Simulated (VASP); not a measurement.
# F2 in VASP: single point with PBEsol

Aim: the single point of F2 with PBEsol.

Program: VASP 6.6.1. These are calculated values, not measurements. Logs are shortened: lines on timing, memory, paths and dates and some standing lists are left out, and cuts for length are marked.

## Step 1: The cell of the first run

The cell holds a molecule in a box, 2 atoms: a = 12.000 Å, b = 12.200 Å, c = 12.400 Å, α = 90.00°, β = 90.00°, γ = 90.00°.

## Step 2: Single point, PBEsol

File INCAR:

```
SYSTEM = F
PREC = Accurate
ENCUT = 1010
EDIFF = 1E-6
ISMEAR = 0
SIGMA = 0.01
LREAL = .FALSE.
LASPH = .TRUE.
NELM = 120
ALGO = Normal
ISIF = 2
LWAVE = .FALSE.
LCHARG = .TRUE.
GGA = PS
LELF = .TRUE.
LVHAR = .TRUE.
NBANDS = 14
GGA_COMPAT = .FALSE.
NELMDL = -8
```

File KPOINTS:

```
regular mesh
0
G
  1 1 1
  0 0 0
```

File POSCAR:

```
F
1.0
   12.0000000000      0.0000000000      0.0000000000
    0.0000000000     12.2000000000      0.0000000000
    0.0000000000      0.0000000000     12.4000000000
F
2
Direct
    0.5000000000      0.5000000000      0.4436262979
    0.5000000000      0.5000000000      0.5563737021
```

Potentials or basis: VASP PAW PBE potentials, release 64 (F_h).

Run with:

```
> cat potpaw_PBE.64/F_h/POTCAR > POTCAR
> mpirun -np 1 vasp_gam > vasp.out
```

OUTCAR:

```text
SYSTEM = F
   PREC = Accurate
   ENCUT = 1010
   EDIFF = 1E-6
   ISMEAR = 0
   LREAL = .FALSE.
   LASPH = .TRUE.
   NELM = 120
   ISIF = 2
   GGA = PS
   NELMDL = -8

 ion  position               nearest neighbor table
   1  0.500  0.500  0.444-   2 1.40
   2  0.500  0.500  0.556-   1 1.40

  LATTYP: Found a simple orthorhombic cell.
 ALAT       =    12.0000000000
 B/A-ratio  =     1.0166666667
 C/A-ratio  =     1.0333333333

  Lattice vectors:

 A1 = (  12.0000000000,   0.0000000000,   0.0000000000)
 A2 = (   0.0000000000,  12.2000000000,   0.0000000000)
 A3 = (   0.0000000000,   0.0000000000,  12.4000000000)

Analysis of symmetry for initial positions (statically):
=====================================================================
 Subroutine PRICEL returns:
 Original cell was already a primitive cell.

 Routine SETGRP: Setting up the symmetry group for a
 simple orthorhombic supercell.

 Subroutine GETGRP returns: Found  8 space group operations
 (whereof  8 operations were pure point group operations)
 out of a pool of  8 trial point group operations.

The static configuration has the point symmetry D_2h.

Analysis of symmetry for dynamics (positions and initial velocities):
=====================================================================
 Subroutine PRICEL returns:
 Original cell was already a primitive cell.

 Routine SETGRP: Setting up the symmetry group for a
 simple orthorhombic supercell.

 Subroutine GETGRP returns: Found  8 space group operations
 (whereof  8 operations were pure point group operations)
 out of a pool of  8 trial point group operations.

The dynamic configuration has the point symmetry D_2h.

 Subroutine INISYM returns: Found  8 space group operations
 (whereof  8 operations are pure point group operations),
 and found     1 'primitive' translations

----------------------------------------------------------------------------------------

                                     Primitive cell

  volume of cell :    1815.3600

  direct lattice vectors                    reciprocal lattice vectors
[... 56 lines left out ...]
   ICHARG =      2    charge: 1-file 2-atom 10-const
   ISPIN  =      1    spin polarized calculation?
   LNONCOLLINEAR =      F non collinear calculations
   LSORBIT =      F    spin-orbit coupling
   LASPH  =      T    aspherical Exc in radial PAW
   ENCUT  = 1010.0 eV  74.23 Ry    8.62 a.u.  31.10 31.61 32.13*2*pi/ulx,y,z
   NELM   =    120;   NELMIN=  2; NELMDL= -8     # of ELM steps
   EDIFF  = 0.1E-05   stopping-criterion for ELM
   LREAL  =      F    real-space projection
   EDIFFG = 0.1E-04   stopping-criterion for IOM
   NSW    =      0    number of steps for IOM
   IBRION =     -1    ionic relax: 0-MD 1-quasi-New 2-CG
   NFREE  =      0    steps in history (QN), initial steepest desc. (CG)
   ISIF   =      2    stress and relaxation
   ISYM   =      2    0-nonsym 1-usesym 2-fastsym
   POTIM  = 0.5000    time-step for ionic-motion
   TEBEG  =    0.0;   TEEND  =   0.0 temperature during run
   PSTRESS=    0.0 pullay stress
   NELECT =      14.0000    total number of electrons
   NUPDOWN=      -1.0000    fix difference up-down
   EMIN   =  10.00;   EMAX   =-10.00  energy-range for DOS
   EFERMI =   0.00;   METHOD = LEGACY
   ISMEAR =     0;   SIGMA  =   0.01  broadening in eV -4-tet -1-fermi 0-gaus
   EFERMI_NEDOS =   21; number of points for ismear=-14 and -15
   IALGO  =     38    algorithm
   IMIX   =      4    mixing-type and parameters
     AMIX     =   0.40;   BMIX     =  1.00
     AMIX_MAG =   1.60;   BMIX_MAG =  1.00
  volume/ion in A,a.u.               =     907.68      6125.33
  Fermi-wavevector in a.u.,A,eV,Ry     =   0.323442  0.611217  1.423371  0.104615
  Thomas-Fermi vector in A             =   1.212697
   LORBIT       =      0    0 simple, 1 ext, 2 COOP (PROOUT), +10 PAW based schemes
   GGA     = PS    functional components
   LHFCALC =     F    Hartree Fock is set to
   AEXX    =    0.0000 exact exchange contribution
   IVDW    =     0    specifies the selected vdW correction
   LEPSILON=     F    determine dielectric tensor
   LRPA    =     F    only Hartree local field effects (RPA)
 non-spin polarized calculation
 Gauss-broadening in eV      SIGMA  =   0.01
  energy-cutoff  :     1010.00
  volume of cell :     1815.36
 maximum number of plane-waves:     66177
 NGX is ok and might be reduce to   126
   NGX = 63   NGY = 63   NGZ = 65

 number of electron      13.9999993 magnetization

 Free energy of the ion-electron system (eV)
  ---------------------------------------------------
  ext. energy  EPLUGINS =         0.00000000
  ---------------------------------------------------
  free energy    TOTEN  =        -3.95562355 eV

  energy without entropy =       -3.95562355  energy(sigma->0) =       -3.95562355

 E-fermi :  -9.1655     XC(G=0):  -0.2968

 val. band max:       -9.2375416815   @ k =   0.0000   0.0000   0.0000
 cond. band min:      -5.5006687975   @ k =   0.0000   0.0000   0.0000
 fundamental gap:      3.7368728840
 Fermi energy:        -9.1655073675

 k-point     1 :       0.0000    0.0000    0.0000
  band No.  band energies     occupation
      1     -34.0348      2.00000
      2     -27.3759      2.00000
      3     -15.4271      2.00000
      4     -12.7999      2.00000
      5     -12.7999      2.00000
      6      -9.2375      2.00000
      7      -9.2375      2.00000
      8      -5.5007      0.00000
      9      -0.1886      0.00000
     10       0.6780      0.00000
     11       0.8253      0.00000
     12       0.8852      0.00000
     13       0.9140      0.00000
     14       0.9965      0.00000

------------------------ aborting loop because EDIFF is reached ----------------------------------------

  FORCE on cell =-STRESS in cart. coord.  units (eV):
  Direction    XX          YY          ZZ          XY          YZ          ZX
  --------------------------------------------------------------------------------------
  -------------------------------------------------------------------------------------
  Total       -0.0353884     -0.0337070      0.0204723     -0.0000000      0.0000000      0.0000000
  in kB       -0.0312326     -0.0297487      0.0180682     -0.0000000      0.0000000      0.0000000
  external PRESSURE =      -0.0143044 kB  Pullay stress =       0.0000000 kB

 VOLUME and BASIS-vectors are now :
 -----------------------------------------------------------------------------
  energy-cutoff  :     1010.00
  volume of cell :     1815.36
      direct lattice vectors                 reciprocal lattice vectors
    12.000000000  0.000000000  0.000000000     0.083333333  0.000000000  0.000000000
     0.000000000 12.200000000  0.000000000     0.000000000  0.081967213  0.000000000
     0.000000000  0.000000000 12.400000000     0.000000000  0.000000000  0.080645161

 POSITION                                       TOTAL-FORCE (eV/Angst)
 -----------------------------------------------------------------------------------
      6.00000      6.10000      5.50097         0.000000     -0.000000     -0.036447
      6.00000      6.10000      6.89903         0.000000      0.000000      0.036447
 -----------------------------------------------------------------------------------
    total drift:                                0.000000     -0.000000      0.000000

  FREE ENERGIE OF THE ION-ELECTRON SYSTEM (eV)
  ---------------------------------------------------
  free  energy   TOTEN  =        -3.9556235468 eV

  energy  without entropy=       -3.9556235468  energy(sigma->0) =       -3.95562355
```

OSZICAR:

```text
N       E                     dE             d eps       ncg     rms          rms(c)
DAV:   1     0.215214325858E+03    0.21521E+03   -0.37414E+03    28   0.880E+02
DAV:   2     0.105577305238E+03   -0.10964E+03   -0.10711E+03    56   0.868E+01
DAV:   3     0.160264205040E+02   -0.89551E+02   -0.86326E+02    56   0.953E+01
[... 15 lines left out ...]
DAV:  19    -0.395560388707E+01   -0.11182E-04   -0.21333E-07    48   0.295E-03    0.696E-04
DAV:  20    -0.395561986911E+01   -0.15982E-04   -0.52750E-07    48   0.297E-03    0.300E-04
DAV:  21    -0.395562184699E+01   -0.19779E-05   -0.64917E-09    20   0.844E-04    0.212E-04
DAV:  22    -0.395562320852E+01   -0.13615E-05   -0.10084E-08    40   0.911E-04    0.790E-05
DAV:  23    -0.395562354676E+01   -0.33824E-06    0.38280E-08    32   0.354E-04
   1 F= -.39556235E+01 E0= -.39556235E+01  d E =-.327778E-24
```

stdout:

```text
POSCAR found type information on POSCAR F
 POSCAR found :  1 types and       2 ions
 scaLAPACK will be used
 -----------------------------------------------------------------------------
|                                                                             |
|                                                                             |
|     You enforced a specific xc type in the INCAR file but a different       |
|     I HOPE YOU KNOW WHAT YOU ARE DOING!                                     |
|                                                                             |
 -----------------------------------------------------------------------------

 LDA part: xc-table for (Slater+PW92), standard interpolation
 POSCAR, INCAR and KPOINTS ok, starting setup
 FFT: planning ... GRIDC
 FFT: planning ... GRID_SOFT
 FFT: planning ... GRID
 WAVECAR not read
 entering main loop
```

Run time: 7.7 min. Hardware: 1 thread of AMD EPYC 7R43 (Zen 3), shared host; peak memory 2.9 GiB.

What came out:

| Property | Result |
| --- | --- |
| Free energy | -3.9556 eV |
| Largest force | 0.036 eV/Å |
| Gap between the frontier levels | 3.74 eV |

Forces on the atoms (eV/Å):
```
F    0.000  0.000 -0.036
F    0.000  0.000  0.036
```

Caveat: the PAW data sets were made with another functional, which shifts forces and pressure a little.
